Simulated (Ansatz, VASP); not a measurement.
**Pb: VASP beside Ansatz**

Contents of INCAR:

```
SYSTEM = Pb
PREC = Accurate ; ENCUT = 520
EDIFF = 1E-6 ; ISMEAR = -1
SIGMA = 0.05 ; LREAL = .False.
LASPH = .True. ; NELM = 100
ALGO = Normal ; ISIF = 2
LWAVE = .False. ; LCHARG = .False.
GGA = CA ; NBANDS = 13
```

The input KPOINTS:

```
regular mesh
0
Gamma
  15 15 15
  0 0 0
```

File POSCAR:

```
Pb
1.0
    0.0000000000      1.8415115593      1.8415115593
    1.8415115593      0.0000000000      1.8415115593
    1.8415115593      1.8415115593      0.0000000000
Pb
1
Direct
    0.0000000000      0.0000000000      0.0000000000
```

Input for Ansatz:

```yaml
crystal:
  lattice:
    - [0.0, 1.8415115593, 1.8415115593]
    - [1.8415115593, 0.0, 1.8415115593]
    - [1.8415115593, 1.8415115593, 0.0]
  atoms:
    - { symbol: Pb, position: [0.0, 0.0, 0.0] }
kpoints:
  mp_grid: { grid: [15, 15, 15] }
  band_path:
    path:
      - [0.0, 0.0, 0.0]
      - [0.5, 0.0, 0.5]
      - [0.625, 0.25, 0.625]
      - [0.375, 0.375, 0.75]
      - [0.0, 0.0, 0.0]
      - [0.5, 0.5, 0.5]
      - [0.5, 0.25, 0.75]
      - [0.5, 0.0, 0.5]
    npoints: 8
scf:
  occupations: { method: fermi_dirac, width: 0.05 }
hamiltonian:
  xc: lda
  pseudopotentials: { kind: all_electron, lapw: { basis_error: 0.001 } }
output:
  forces: true
  stress: true
  eigenvalues: true
  populations: true
  dos: { projected: true, de: 0.2, e_range: [-14, 8] }
```

Change from the starting cell: volume scaled by 0.43, LAPW.

Alike in both runs: task single point; functional LDA; k mesh 15 × 15 × 15; occupations fermi-dirac, width 0.05 eV; no spin polarisation.

|  | VASP | Ansatz |
| --- | --- | --- |
| version | VASP 6.6.1 | Ansatz 0.2.0 |
| potentials or method | VASP PAW LDA potentials, release 64 (Pb_d), cutoff 520 eV | all-electron LAPW, scalar-relativistic |

VASP gave:

- pressure (GPa): 357.5

Task: Which values does Ansatz return?

Result: Pressure (GPa): 354.3.

LDA's correlation is that of Perdew and Zunger in VASP and of Perdew and Wang (1992) in Ansatz. Both programs put the cell under a high pressure, so it lies far from rest at this level. Ansatz ran all-electron here, and VASP with PAW potentials.

Spin-orbit coupling is off throughout. Noted on VASP's run: the cell as given lies far from equilibrium.
